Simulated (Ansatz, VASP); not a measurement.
Co: VASP beside Ansatz

```xyz
2
Lattice="-2.8306 2.4643 1.1931 2.4643 -2.8306 1.1931 2.0672 2.0672 -1.8639" Properties=species:S:1:pos:R:3 pbc="T T T"
Co   -0.7048    4.4730   -0.6708
Co   -0.5318    2.2328    0.2611
```

Alike in both runs: task single point; functional PBEsol; k mesh 21 × 21 × 15; occupations fermi-dirac, width 0.1 eV; no spin polarisation.

|  | VASP | Ansatz |
| --- | --- | --- |
| version | VASP 6.6.1 | Ansatz 0.2.0 |
| potentials or method | VASP PAW PBE potentials, release 64 (Co), cutoff 520 eV | plane waves (420 eV) with PAW, scalar-relativistic |
| valence electrons in the cell | 18 | 34 |

VASP gave:

| Item | Value |
| --- | --- |
| pressure (GPa) | -17.1 |
| traceless stress, the component that is largest in VASP (GPa) | 1.26 |

Question: What did Ansatz give for the same quantities?

Answer: Pressure (GPa): -16.7; traceless stress, the component that is largest in VASP (GPa): 1.35.

VASP's potentials were made for PBE, not for PBEsol, and Ansatz warns of the same on its side. With one functional, cell and mesh, what is left measures potentials, basis and numerics. VASP's potentials hold 18 valence electrons a cell and Ansatz's 34, so a difference there can come from the potentials and not from the codes. Ansatz's warnings: near symmetry operations not taken.
